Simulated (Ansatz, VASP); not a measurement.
## Two plane-wave programs on MgH2

```
CELL_PARAMETERS angstrom
0.00955 0.01206 5.40345
6.79412 -0.02090 0.01212
-0.02054 6.78927 0.01472
ATOMIC_POSITIONS crystal
Mg 0.75108 0.34760 0.00282
Mg 0.25063 0.65253 0.99696
Mg 0.00069 0.00027 0.34739
Mg 0.50027 0.00058 0.65259
H 0.50287 0.50548 0.09514
H 0.00505 0.49386 0.90552
H 0.87131 0.19603 0.19956
H 0.62001 0.19626 0.80834
H 0.11821 0.80361 0.19200
H 0.37220 0.80374 0.80031
H 0.75372 0.90586 0.50285
H 0.25397 0.09416 0.49653
```

Change from the starting cell: cell x1, atoms moved at random (sigma 0.05 Å) and cell strained at random (1.5 %), then relaxed without symmetry.

Alike in both runs: functional PBE; k mesh 4 × 2 × 2; occupations gaussian, width 0.1 eV; no spin polarisation.

Ansatz relaxed the structure, and its values are those at the end. VASP's run is a single point on that final structure, the one shown.

|  | VASP | Ansatz |
| --- | --- | --- |
| version | VASP 6.6.1 | Ansatz 0.2.0 |
| potentials or method | VASP PAW PBE potentials, release 64 (Mg, H), cutoff 520 eV | scalar-relativistic, plane waves, PAW |
| valence electrons in the cell | 16 | 48 |

Ansatz gave:

- gap on the k mesh at the Fermi level (eV): 5.12
- least direct gap on the mesh (eV): 5.24
- pressure (GPa): 0.1
- rms of the force components (eV/Å): 0.010

Task: Which values does VASP return?

Result: gap on the k mesh at the Fermi level (eV): 5.12; least direct gap on the mesh (eV): 5.24; pressure (GPa): 0.0; rms of the force components (eV/Å): 0.011.

The functional is the same, so the differences come from potentials, cutoffs and numerics. VASP's potentials hold 16 valence electrons a cell and Ansatz's 48, so a difference there can come from the potentials and not from the codes.

The k mesh is coarse, so the values compare programs but aren't converged.
